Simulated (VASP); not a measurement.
# CdS in VASP: further runs

The runs below take CdS through single point, with LDA.

All numbers are computed with VASP 6.6.1; they aren't measurements. Logs are shortened: lines on timing, memory, paths and dates and some standing lists are left out, and cuts for length are marked.

**1. The cell of the first run**

It takes space group P6_3mc (No. 186, hexagonal). The conventional cell has a = 4.074 Å, b = 4.074 Å, c = 6.639 Å, α = 90.00°, β = 90.00°, γ = 120.00°. Within 3.1 Å of Cd (site symmetry 3m) lie 3 S at 2.35 Å. S (site symmetry 3m) has 3 Cd at 2.35 Å within 3.1 Å.

**2. Single point, LDA (atoms moved along the polar distortion)**

INCAR reads:

```
PREC = Accurate
ENCUT = 520
EDIFF = 1E-6
ISMEAR = 0
SIGMA = 0.01
LREAL = F
LASPH = T
NELM = 60
ALGO = Normal
ISIF = 2
LWAVE = F
LCHARG = F
NBANDS = 26
```

KPOINTS reads:

```
Automatic mesh
0
Gamma
  9 9 4
```

POSCAR reads:

```
CdS
1.0
    4.0738866863      0.0000000000      0.0000000000
   -2.0369433432      3.5280893625      0.0000000000
    0.0000000000      0.0000000000      6.6385814430
Cd S
2 2
Direct
    0.3333333333      0.6666666667     -0.0553041912
    0.6666666667      0.3333333333      0.4446958088
    0.3333333333      0.6666666667      0.4323041912
    0.6666666667      0.3333333333      0.9323041912
```

Potentials or basis: VASP PAW LDA potentials, release 64 (Cd, S).

Started as:

```bash
$ cat potpaw_LDA.64/Cd/POTCAR potpaw_LDA.64/S/POTCAR > POTCAR
$ mpirun -np 1 vasp_std > vasp.out
```

OUTCAR:

```text
PREC = Accurate
   ENCUT = 520
   EDIFF = 1E-6
   ISMEAR = 0
   LREAL = F
   LASPH = T
   NELM = 60
   ISIF = 2

 ion  position               nearest neighbor table
   1  0.333  0.667  0.945-   4 2.35   4 2.35   4 2.35   3 3.24
   2  0.667  0.333  0.445-   3 2.35   3 2.35   3 2.35   4 3.24
   3  0.333  0.667  0.432-   2 2.35   2 2.35   2 2.35   1 3.24
   4  0.667  0.333  0.932-   1 2.35   1 2.35   1 2.35   2 3.24

  LATTYP: Found a hexagonal cell.
 ALAT       =     4.0738866863
 C/A-ratio  =     1.6295449418

  Lattice vectors:

 A1 = (   4.0738866863,   0.0000000000,   0.0000000000)
 A2 = (  -2.0369433432,   3.5280893625,   0.0000000000)
 A3 = (   0.0000000000,   0.0000000000,   6.6385814430)

Analysis of symmetry for initial positions (statically):
=====================================================================
 Subroutine PRICEL returns:
 Original cell was already a primitive cell.

 Routine SETGRP: Setting up the symmetry group for a
 hexagonal supercell.

 Subroutine GETGRP returns: Found 12 space group operations
 (whereof  6 operations were pure point group operations)
 out of a pool of 24 trial point group operations.

The static configuration has the point symmetry C_3v.
 The point group associated with its full space group is C_6v.

Analysis of symmetry for dynamics (positions and initial velocities):
=====================================================================
 Subroutine PRICEL returns:
 Original cell was already a primitive cell.

 Routine SETGRP: Setting up the symmetry group for a
 hexagonal supercell.

 Subroutine GETGRP returns: Found 12 space group operations
 (whereof  6 operations were pure point group operations)
 out of a pool of 24 trial point group operations.

The dynamic configuration has the point symmetry C_3v.
 The point group associated with its full space group is C_6v.

 Subroutine INISYM returns: Found 12 space group operations
 (whereof  6 operations are pure point group operations),
 and found     1 'primitive' translations

----------------------------------------------------------------------------------------

                                     Primitive cell

  volume of cell :      95.4166
[... 87 lines left out ...]
   ISPIN  =      1    spin polarized calculation?
   LNONCOLLINEAR =      F non collinear calculations
   LSORBIT =      F    spin-orbit coupling
   LASPH  =      T    aspherical Exc in radial PAW
   ENCUT  =  520.0 eV  38.22 Ry    6.18 a.u.   7.57  7.57 12.34*2*pi/ulx,y,z
   NELM   =     60;   NELMIN=  2; NELMDL= -5     # of ELM steps
   EDIFF  = 0.1E-05   stopping-criterion for ELM
   LREAL  =      F    real-space projection
   EDIFFG = 0.1E-04   stopping-criterion for IOM
   NSW    =      0    number of steps for IOM
   IBRION =     -1    ionic relax: 0-MD 1-quasi-New 2-CG
   NFREE  =      0    steps in history (QN), initial steepest desc. (CG)
   ISIF   =      2    stress and relaxation
   ISYM   =      2    0-nonsym 1-usesym 2-fastsym
   POTIM  = 0.5000    time-step for ionic-motion
   TEBEG  =    0.0;   TEEND  =   0.0 temperature during run
   PSTRESS=    0.0 pullay stress
   NELECT =      36.0000    total number of electrons
   NUPDOWN=      -1.0000    fix difference up-down
   EMIN   =  10.00;   EMAX   =-10.00  energy-range for DOS
   EFERMI =   0.00;   METHOD = LEGACY
   ISMEAR =     0;   SIGMA  =   0.01  broadening in eV -4-tet -1-fermi 0-gaus
   EFERMI_NEDOS =   21; number of points for ismear=-14 and -15
   IALGO  =     38    algorithm
   IMIX   =      4    mixing-type and parameters
     AMIX     =   0.40;   BMIX     =  1.00
     AMIX_MAG =   1.60;   BMIX_MAG =  1.00
  volume/ion in A,a.u.               =      23.85       160.98
  Fermi-wavevector in a.u.,A,eV,Ry     =   1.182954  2.235458 19.039712  1.399379
  Thomas-Fermi vector in A             =   2.319198
   LORBIT       =      0    0 simple, 1 ext, 2 COOP (PROOUT), +10 PAW based schemes
   GGA     = CA    functional components
   LHFCALC =     F    Hartree Fock is set to
   AEXX    =    0.0000 exact exchange contribution
   IVDW    =     0    specifies the selected vdW correction
   LEPSILON=     F    determine dielectric tensor
   LRPA    =     F    only Hartree local field effects (RPA)
 non-spin polarized calculation
 Gauss-broadening in eV      SIGMA  =   0.01
  energy-cutoff  :      520.00
  volume of cell :       95.42
 maximum number of plane-waves:      2599
   NGX = 15   NGY = 15   NGZ = 25

 number of electron      36.0000003 magnetization

 Free energy of the ion-electron system (eV)
  ---------------------------------------------------
  ext. energy  EPLUGINS =         0.00000000
  ---------------------------------------------------
  free energy    TOTEN  =       -13.97602958 eV

  energy without entropy =      -13.97602958  energy(sigma->0) =      -13.97602958

 E-fermi :   1.5321     XC(G=0):  -9.7382

 val. band max:        1.4426155374   @ k =   0.0000   0.0000   0.0000
 cond. band min:       2.7732381362   @ k =   0.0000   0.0000   0.0000
 fundamental gap:      1.3306225988
 Fermi energy:         1.5320848732

 k-point     1 :       0.0000    0.0000    0.0000
  band No.  band energies     occupation
      1     -11.3878      2.00000
      2     -11.0038      2.00000
      3      -6.9280      2.00000
      4      -6.9280      2.00000
      5      -6.9233      2.00000
      6      -6.9233      2.00000
[... 685 lines left out ...]
     25      10.7687      0.00000
     26      10.7697      0.00000

 [... further k-points ...]

------------------------ aborting loop because EDIFF is reached ----------------------------------------

  FORCE on cell =-STRESS in cart. coord.  units (eV):
  Direction    XX          YY          ZZ          XY          YZ          ZX
  --------------------------------------------------------------------------------------
  -------------------------------------------------------------------------------------
  Total        5.5526648      5.5526648     -2.0822735     -0.0000000      0.0000000      0.0000000
  in kB       93.2369864     93.2369864    -34.9642768     -0.0000000      0.0000000      0.0000000
  external PRESSURE =      50.5032320 kB  Pullay stress =       0.0000000 kB

 VOLUME and BASIS-vectors are now :
 -----------------------------------------------------------------------------
  energy-cutoff  :      520.00
  volume of cell :       95.42
      direct lattice vectors                 reciprocal lattice vectors
     4.073886686  0.000000000  0.000000000     0.245465836  0.141719766  0.000000000
    -2.036943343  3.528089362  0.000000000     0.000000000  0.283439533  0.000000000
     0.000000000  0.000000000  6.638581443     0.000000000  0.000000000  0.150634591

 POSITION                                       TOTAL-FORCE (eV/Angst)
 -----------------------------------------------------------------------------------
     -0.00000      2.35206      6.27144        -0.000000     -0.000000      0.206323
      2.03694      1.17603      2.95215         0.000000      0.000000      0.206323
     -0.00000      2.35206      2.86989         0.000000     -0.000000     -0.206323
      2.03694      1.17603      6.18918        -0.000000      0.000000     -0.206323
 -----------------------------------------------------------------------------------
    total drift:                               -0.000000     -0.000000     -0.000124

  FREE ENERGIE OF THE ION-ELECTRON SYSTEM (eV)
  ---------------------------------------------------
  free  energy   TOTEN  =       -13.9760295810 eV

  energy  without entropy=      -13.9760295810  energy(sigma->0) =      -13.97602958
```

OSZICAR:

```text
N       E                     dE             d eps       ncg     rms          rms(c)
DAV:   1     0.254949108050E+03    0.25495E+03   -0.17811E+04  1872   0.129E+03
DAV:   2    -0.144107391761E+01   -0.25639E+03   -0.24640E+03  2036   0.326E+02
DAV:   3    -0.150597192695E+02   -0.13619E+02   -0.13544E+02  2338   0.766E+01
DAV:   4    -0.151909271970E+02   -0.13121E+00   -0.13111E+00  2076   0.729E+00
DAV:   5    -0.151929631601E+02   -0.20360E-02   -0.20359E-02  2246   0.896E-01    0.146E+01
DAV:   6    -0.140394663863E+02    0.11535E+01   -0.21022E+00  2482   0.167E+01    0.108E+01
DAV:   7    -0.139966603222E+02    0.42806E-01   -0.94802E-01  1992   0.537E+00    0.386E+00
DAV:   8    -0.139778032849E+02    0.18857E-01   -0.16325E-01  2076   0.413E+00    0.720E-01
DAV:   9    -0.139763337311E+02    0.14696E-02   -0.22514E-02  2038   0.199E+00    0.198E-01
DAV:  10    -0.139760122441E+02    0.32149E-03   -0.12564E-03  2064   0.413E-01    0.839E-02
DAV:  11    -0.139760275199E+02   -0.15276E-04   -0.28860E-04  2066   0.136E-01    0.352E-02
DAV:  12    -0.139760305710E+02   -0.30511E-05   -0.29321E-05  2032   0.568E-02    0.222E-02
DAV:  13    -0.139760295810E+02    0.98997E-06   -0.89048E-06  2174   0.378E-02
   1 F= -.13976030E+02 E0= -.13976030E+02  d E =-.599249E-39
```

stdout:

```text
POSCAR found type information on POSCAR CdS
 POSCAR found :  2 types and       4 ions
 scaLAPACK will be used
 LDA part: xc-table for (Slater(with rela. corr.)+CA(PZ))
 , standard interpolation
 POSCAR, INCAR and KPOINTS ok, starting setup
 FFT: planning ... GRIDC
 FFT: planning ... GRID_SOFT
 FFT: planning ... GRID
 WAVECAR not read
 entering main loop
```

It took 61 s on 1 thread of Intel Xeon 8259CL, shared host; peak memory 0.21 GiB.

Results:

```
Free energy            : -13.9760 eV
Pressure               : 5.1 GPa
Largest force          : 0.206 eV/Å
Band gap on the k mesh : 1.33 eV
```

Forces on the atoms (eV/Å):
```
Cd   0.000  0.000  0.206
Cd   0.000  0.000  0.206
S    0.000  0.000 -0.206
S    0.000  0.000 -0.206
```

Levels at points of the mesh, in eV from the valence-band top:
```
           k point  band 15  band 16  band 17  band 18  band 19  band 20  band 21  band 22
(0.00, 0.00, 0.00)    -0.45    -0.44     0.00     0.00     1.33     1.96     6.23     6.23
(0.00, 0.00, 0.50)    -0.22    -0.22    -0.22    -0.22     2.40     2.40     6.14     6.14
```

Caveat: the cell differs from its parent crystal (atoms moved along the polar distortion); the stress differs along the axes, from -3 to 9 GPa.

**3. Single point, LDA (atoms moved along the polar distortion)**

INCAR reads:

```
SYSTEM = CdS
  PREC = Accurate
  ENCUT = 520
  EDIFF = 1E-6
  ISMEAR = 0
  SIGMA = 0.01
  LREAL = .FALSE.
  LASPH = .TRUE.
  NELM = 100
  ALGO = Normal
  ISIF = 2
  LWAVE = .FALSE.
  LCHARG = .FALSE.
  GGA = CA
  NBANDS = 26
```

KPOINTS reads:

```
Automatic mesh
0
G
  9 9 4
  0 0 0
```

POSCAR reads:

```
CdS
1.0
    4.0738866863      0.0000000000      0.0000000000
   -2.0369433432      3.5280893625      0.0000000000
    0.0000000000      0.0000000000      6.6385814430
Cd S
2 2
Direct
    0.3333333333      0.6666666667     -0.0615000000
    0.6666666667      0.3333333333      0.4385000000
    0.3333333333      0.6666666667      0.4385000000
    0.6666666667      0.3333333333      0.9385000000
```

Potentials or basis: VASP PAW LDA potentials, release 64 (Cd, S).

Started as:

```bash
$ cat potpaw_LDA.64/Cd/POTCAR potpaw_LDA.64/S/POTCAR > POTCAR
$ mpirun -np 1 vasp_std > vasp.out
```

Wall time 78 s (1 thread of Intel Xeon 8259CL, shared host); peak memory 0.22 GiB.

Results (log left out):

```
Free energy            : -13.9590 eV
Pressure               : 5.1 GPa
Band gap on the k mesh : 1.33 eV
```

Stress tensor (GPa, compression positive):
```
 9.44  0.00  0.00
 0.00  9.44  0.00
 0.00  0.00 -3.48
```

Levels at points of the mesh, in eV from the valence-band top:
| k point | band 14 | band 15 | band 16 | band 17 | band 18 | band 19 | band 20 | band 21 | band 22 | band 23 |
| --- | --- | --- | --- | --- | --- | --- | --- | --- | --- | --- |
| (0.00, 0.00, 0.00) | -0.45 | -0.44 | -0.44 | 0.00 | 0.00 | 1.33 | 1.95 | 6.23 | 6.23 | 7.08 |
| (0.00, 0.00, 0.50) | -2.21 | -0.22 | -0.22 | -0.22 | -0.22 | 2.40 | 2.40 | 6.15 | 6.15 | 6.46 |

Caveat: the cell differs from its parent crystal (atoms moved along the polar distortion); the stress differs along the axes, from -3 to 9 GPa.
